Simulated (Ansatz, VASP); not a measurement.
## LiF: VASP beside Ansatz

```
CELL_PARAMETERS angstrom
2.66191 0.00000 0.00000
0.00000 2.66191 0.00000
0.00000 0.00000 2.45715
ATOMIC_POSITIONS crystal
Li 0.00000 0.00000 0.00000
F 0.50000 0.50000 0.50000
```

Change from the starting cell: strain +0.040 along x and y, -0.040 along z, atoms carried along.

Alike in both runs: task single point; functional r2SCAN; k mesh 10 × 10 × 10; occupations gaussian, width 0.05 eV; no spin polarisation.

|  | VASP | Ansatz |
| --- | --- | --- |
| version | VASP 6.6.1 | Ansatz 0.2.0 |
| potentials or method | VASP PAW PBE potentials, release 64 (Li_sv, F), cutoff 520 eV | scalar-relativistic, plane waves, PAW |
| valence electrons in the cell | 10 | 10 |

Ansatz gave:

- gap on the k mesh at the Fermi level (eV): 7.67
- least direct gap on the mesh (eV): 8.13

What did VASP give for the same quantities?

gap on the k mesh at the Fermi level (eV): 7.82; least direct gap on the mesh (eV): 8.28.

VASP's potentials were made for PBE, not for r2SCAN. With one functional, cell and mesh, what is left measures potentials, basis and numerics.

Noted on VASP's run: the cutoff is under 1.25 times that of the potentials, so the pressure is a little rough.
